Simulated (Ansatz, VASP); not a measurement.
**Hf2Ru: VASP beside Ansatz**

```
Hf Ru
1.0
     0.00000    3.88065    3.88065
     3.88065    0.00000    3.88065
     3.88065    3.88065    0.00000
Hf Ru
4 2
Direct
  0.62500 0.62500 0.62500
  0.12500 0.62500 0.62500
  0.62500 0.62500 0.12500
  0.62500 0.12500 0.62500
  0.00000 0.00000 0.00000
  0.25000 0.25000 0.25000
```

Alike in both runs: functional PBE; k mesh 4 × 4 × 4; occupations gaussian, width 0.1 eV; no spin polarisation.

Ansatz relaxed the structure, and its values are those at the end. VASP's run is a single point on that final structure, the one shown.

|  | VASP | Ansatz |
| --- | --- | --- |
| version | VASP 6.6.1 | Ansatz 0.2.0 |
| potentials or method | VASP PAW PBE potentials, release 64 (Hf_pv, Ru_pv), cutoff 520 eV | scalar-relativistic, plane waves, PAW |
| valence electrons in the cell | 68 | 136 |

|  | VASP | Ansatz | Ansatz less VASP |
| --- | --- | --- | --- |
| gap on the k mesh at the Fermi level (eV) | none | none | - |
| pressure (GPa) | -0.5 | 0.0 | +0.51 |

A gap of «none» marks a metal or a gap that the smearing closes. The functional is the same, so the differences come from potentials, cutoffs and numerics. VASP's potentials hold 68 valence electrons a cell and Ansatz's 136, so a difference there can come from the potentials and not from the codes.

Spin-orbit coupling is off throughout.
